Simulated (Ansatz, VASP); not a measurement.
Cr in VASP and in Ansatz

```
CELL_PARAMETERS angstrom
-1.42411 1.42411 1.42411
1.42411 -1.42411 1.42411
1.42411 1.42411 -1.42411
ATOMIC_POSITIONS crystal
Cr 0.00000 0.00000 0.00000
```

Alike in both runs: task single point; functional PBE; k mesh 22 × 22 × 22; occupations gaussian, width 0.05 eV; collinear spin.

```csv
,VASP,Ansatz
version,VASP 6.6.1,Ansatz 0.2.0
potentials or method,"VASP PAW PBE potentials, release 64 (Cr_pv), cutoff 520 eV","scalar-relativistic, plane waves, PAW"
valence electrons in the cell,12,14
```

```tsv
	VASP	Ansatz	Ansatz less VASP
gap on the k mesh at the Fermi level (eV)	none	none	-
pressure (GPa)	-0.4	0.0	+0.49
net moment per atom (μB)	0.00	0.00	0.000
```

A gap of «none» marks a metal or a gap that the smearing closes. The functional is the same, so the differences come from potentials, cutoffs and numerics. VASP's potentials hold 12 valence electrons a cell and Ansatz's 14, so a difference there can come from the potentials and not from the codes. Ansatz's warnings: seeded moment not kept.
